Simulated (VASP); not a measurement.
# Li4LuAl2 (F-43m) in VASP: notebook, part 2 of 2

VASP 6.6.1. The steps go on from the part before.

**3. Relaxation of cell and atoms, PBE**

This run uses another cell than the first one, of 10.35 Å³/atom.

INCAR

```
PREC = Accurate
ENCUT = 600
EDIFF = 1E-7
ISMEAR = 0
SIGMA = 0.1
LREAL = False
LASPH = True
NELM = 80
ALGO = Normal
ISIF = 3
LWAVE = False
LCHARG = False
GGA = PE
IBRION = 2
NSW = 90
EDIFFG = -0.04
```

KPOINTS

```
regular mesh
0
Gamma
  4 4 4
```

POSCAR

```
Li4LuAl2
1.0
    0.0000000000      3.3091590500      3.3091590500
    3.3091590500      0.0000000000      3.3091590500
    3.3091590500      3.3091590500      0.0000000000
Li Lu Al
4 1 2
Direct
    0.1356827400      0.1356827400      0.1356827400
    0.1356827400      0.1356827400      0.5929517900
    0.1356827400      0.5929517900      0.1356827400
    0.5929517900      0.1356827400      0.1356827400
    0.7500000000      0.7500000000      0.7500000000
    0.5000000000      0.5000000000      0.5000000000
    0.0000000000      0.0000000000      0.0000000000
```

Potentials or basis: VASP PAW PBE potentials, release 64 (Li_sv, Lu, Al).

Started as:

```console
> cat potpaw_PBE.64/Li_sv/POTCAR potpaw_PBE.64/Lu/POTCAR potpaw_PBE.64/Al/POTCAR > POTCAR
> mpirun -np 1 vasp_std > vasp.out
```

OUTCAR:

```text
PREC = Accurate
   ENCUT = 600
   EDIFF = 1E-7
   ISMEAR = 0
   LREAL = False
   LASPH = True
   NELM = 80
   ISIF = 3
   GGA = PE
   IBRION = 2
   NSW = 90
   EDIFFG = -0.04

 ion  position               nearest neighbor table
   1  0.136  0.136  0.136-   7 1.56   3 2.14   4 2.14   2 2.14   2 2.54   3 2.54   4 2.54   6 2.73
                             6 2.73   6 2.73   5 2.77   5 2.77   5 2.77
   2  0.136  0.136  0.593-   7 1.56   3 2.14   4 2.14   1 2.14   1 2.54   3 2.54   4 2.54   6 2.73
                             6 2.73   6 2.73   5 2.77   5 2.77   5 2.77
   3  0.136  0.593  0.136-   7 1.56   2 2.14   4 2.14   1 2.14   1 2.54   2 2.54   4 2.54   6 2.73
                             6 2.73   6 2.73   5 2.77   5 2.77   5 2.77
   4  0.593  0.136  0.136-   7 1.56   2 2.14   3 2.14   1 2.14   2 2.54   3 2.54   1 2.54   6 2.73
                             6 2.73   6 2.73   5 2.77   5 2.77   5 2.77
   5  0.750  0.750  0.750-   3 2.77   4 2.77   2 2.77   4 2.77   2 2.77   3 2.77   1 2.77   1 2.77
                             1 2.77   4 2.77   3 2.77   2 2.77   6 2.87   7 2.87   6 2.87   7 2.87
   6  0.500  0.500  0.500-   2 2.73   3 2.73   4 2.73   1 2.73   1 2.73   1 2.73   3 2.73   3 2.73
                             4 2.73   2 2.73   2 2.73   4 2.73   5 2.87   5 2.87   5 2.87   5 2.87
   7  0.000  0.000  0.000-   2 1.56   3 1.56   4 1.56   1 1.56   5 2.87   5 2.87   5 2.87   5 2.87
                             6 3.31   6 3.31   6 3.31   6 3.31   6 3.31   6 3.31

  LATTYP: Found a face centered cubic cell.
 ALAT       =     6.6183181000

  Lattice vectors:

 A1 = (   0.0000000000,   3.3091590500,   3.3091590500)
 A2 = (   3.3091590500,   0.0000000000,   3.3091590500)
 A3 = (   3.3091590500,   3.3091590500,   0.0000000000)

Analysis of symmetry for initial positions (statically):
=====================================================================
 Subroutine PRICEL returns:
 Original cell was already a primitive cell.

 Routine SETGRP: Setting up the symmetry group for a
 face centered cubic supercell.

 Subroutine GETGRP returns: Found 24 space group operations
 (whereof 24 operations were pure point group operations)
 out of a pool of 48 trial point group operations.

The static configuration has the point symmetry T_d .

Analysis of symmetry for dynamics (positions and initial velocities):
=====================================================================
 Subroutine PRICEL returns:
 Original cell was already a primitive cell.

 Routine SETGRP: Setting up the symmetry group for a
 face centered cubic supercell.

[... 97 lines left out ...]
   EDIFF  = 0.1E-06   stopping-criterion for ELM
   LREAL  =      F    real-space projection
   EDIFFG = -.4E-01   stopping-criterion for IOM
   NSW    =     90    number of steps for IOM
   IBRION =      2    ionic relax: 0-MD 1-quasi-New 2-CG
   NFREE  =      1    steps in history (QN), initial steepest desc. (CG)
   ISIF   =      3    stress and relaxation
   ISYM   =      2    0-nonsym 1-usesym 2-fastsym
   POTIM  = 0.5000    time-step for ionic-motion
   TEBEG  =    0.0;   TEEND  =   0.0 temperature during run
   PSTRESS=    0.0 pullay stress
   NELECT =      43.0000    total number of electrons
   NUPDOWN=      -1.0000    fix difference up-down
   EMIN   =  10.00;   EMAX   =-10.00  energy-range for DOS
   EFERMI =   0.00;   METHOD = LEGACY
   ISMEAR =     0;   SIGMA  =   0.10  broadening in eV -4-tet -1-fermi 0-gaus
   EFERMI_NEDOS =   21; number of points for ismear=-14 and -15
   IALGO  =     38    algorithm
   IMIX   =      4    mixing-type and parameters
     AMIX     =   0.40;   BMIX     =  1.00
     AMIX_MAG =   1.60;   BMIX_MAG =  1.00
  volume/ion in A,a.u.               =      10.35        69.87
  Fermi-wavevector in a.u.,A,eV,Ry     =   1.375635  2.599574 25.747294  1.892373
  Thomas-Fermi vector in A             =   2.500953
   LORBIT       =      0    0 simple, 1 ext, 2 COOP (PROOUT), +10 PAW based schemes
   GGA     = PE    functional components
   LHFCALC =     F    Hartree Fock is set to
   AEXX    =    0.0000 exact exchange contribution
   IVDW    =     0    specifies the selected vdW correction
   LEPSILON=     F    determine dielectric tensor
   LRPA    =     F    only Hartree local field effects (RPA)
 conjugate gradient relaxation of ions
 non-spin polarized calculation
 Gauss-broadening in eV      SIGMA  =   0.10
  energy-cutoff  :      600.00
  volume of cell :       72.47
 maximum number of plane-waves:      2450
 NGX is ok and might be reduce to    40
   NGX = 19   NGY = 19   NGZ = 19

--------------------------------------- Ionic step        1  -------------------------------------------

 number of electron      43.0000004 magnetization

 Free energy of the ion-electron system (eV)
  ---------------------------------------------------
  ext. energy  EPLUGINS =         0.00000000
  ---------------------------------------------------
  free energy    TOTEN  =        -4.36271080 eV

  energy without entropy =       -4.34410375  energy(sigma->0) =       -4.35340728

 E-fermi :   6.6143     XC(G=0): -11.2218

 val. band max:        6.3930202818   @ k =  -0.2500   0.2500   0.0000
 cond. band min:       6.6533174203   @ k =   0.5000   0.2500   0.0000
 fundamental gap:      0.2602971386
 Fermi energy:         6.6143039120
[... 739 lines left out ...]
--------------------------------------- Ionic step        8  -------------------------------------------

 number of electron      42.9999985 magnetization

 Free energy of the ion-electron system (eV)
  ---------------------------------------------------
  ext. energy  EPLUGINS =         0.00000000
  ---------------------------------------------------
  free energy    TOTEN  =       -15.36638854 eV

  energy without entropy =      -15.35419181  energy(sigma->0) =      -15.36029018

 E-fermi :   2.8339     XC(G=0):  -8.8394

 val. band max:        2.6282453293   @ k =   0.5000   0.2500   0.0000
 cond. band min:       2.8591589436   @ k =  -0.2500   0.5000   0.2500
 fundamental gap:      0.2309136143
 Fermi energy:         2.8339221978
[... 256 lines left out ...]
  FREE ENERGIE OF THE ION-ELECTRON SYSTEM (eV)
  ---------------------------------------------------
  free  energy   TOTEN  =       -15.3663885438 eV

  energy  without entropy=      -15.3541918104  energy(sigma->0) =      -15.36029018

 reached required accuracy - stopping structural energy minimisation
```

OSZICAR:

```text
N       E                     dE             d eps       ncg     rms          rms(c)
DAV:   1     0.280959371355E+03    0.28096E+03   -0.18986E+04   536   0.454E+03
DAV:   2     0.387092921747E+02   -0.24225E+03   -0.23945E+03   433   0.608E+02
DAV:   3    -0.425535861441E+00   -0.39135E+02   -0.38515E+02   713   0.129E+02
[... 144 lines left out ...]
DAV:   8    -0.153663874452E+02   -0.48739E-04   -0.12999E-04   702   0.747E-02    0.502E-03
DAV:   9    -0.153663882955E+02   -0.85028E-06   -0.14801E-05   661   0.130E-02    0.365E-03
DAV:  10    -0.153663889967E+02   -0.70123E-06   -0.32969E-06   686   0.125E-02    0.220E-03
DAV:  11    -0.153663884590E+02    0.53773E-06   -0.34124E-07   463   0.457E-03    0.997E-04
DAV:  12    -0.153663885438E+02   -0.84759E-07   -0.35087E-08   263   0.124E-03
   8 F= -.15366389E+02 E0= -.15360290E+02  d E =-.115064E-01
```

It took 7.1 min on 1 thread of Intel Xeon Platinum 8375C at 2.90GHz (Ice Lake), shared host; peak memory 0.25 GiB.

Results:

```yaml
Free_energy: -15.3664 eV
Relaxed_volume: 19.26 Å³/atom
Relaxed_cell: a = 5.755 Å, b = 5.755 Å, c = 5.755 Å, α = 60.00°, β = 60.00°, γ = 60.00°
Space_group_after_relaxing_to_0.1_Å: F-43m (No. 216)
Energy_gained_by_relaxing: 1572.0 meV/atom
Ionic_steps: 8
Pressure_after_relaxing: -0.2 GPa
Largest_force_after_relaxing: 0.037 eV/Å
Band_gap_on_the_k_mesh: zero (an odd number of electrons rules out a gap without spin polarisation)
```

Forces on the atoms (eV/Å):
```
Li  -0.021 -0.021 -0.021
Li   0.021  0.021 -0.021
Li   0.021 -0.021  0.021
Li  -0.021  0.021  0.021
Lu   0.000  0.000  0.000
Al   0.000  0.000  0.000
Al   0.000  0.000  0.000
```

Step by step:
```
step  energy change (eV)  largest force (eV/Å)  pressure (GPa)  volume (Å³)
   1              0.0000                7.5007           69.60        72.47
   2             -8.8849                4.7155            0.70       130.62
   3             -9.8250                2.5708            9.56       111.63
   4             -9.8173                2.7838            8.59       113.20
   5            -10.9701                0.5414            0.28       132.91
   6            -10.9922                0.2613           -0.68       136.36
   7            -10.9922                0.2238           -0.80       136.85
   8            -11.0037                0.0371           -0.17       134.80
```

Final structure:
```yaml
crystal:
  lattice:
    - [0.00000, 4.06957, 4.06957]
    - [4.06957, 0.00000, 4.06957]
    - [4.06957, 4.06957, 0.00000]
  atoms:
    - { symbol: Li, position: [0.15080, 0.15080, 0.15080] }
    - { symbol: Li, position: [0.15080, 0.15080, 0.54760] }
    - { symbol: Li, position: [0.15080, 0.54760, 0.15080] }
    - { symbol: Li, position: [0.54760, 0.15080, 0.15080] }
    - { symbol: Lu, position: [0.75000, 0.75000, 0.75000] }
    - { symbol: Al, position: [0.50000, 0.50000, 0.50000] }
    - { symbol: Al, position: [0.00000, 0.00000, 0.00000] }
```

Caveat: the k points lie up to 0.33 Å⁻¹ apart in the final cell, too coarse for converged energies and pressures of a metal; the cutoff is under 1.25 times the usual one of these potentials, so pressure, stress and relaxed cells hold a basis-set (Pulay) error; the volume moved by over 15 % at a fixed basis, so the end points are rough; spin-orbit coupling is left out, which moves the levels of the heavy elements.
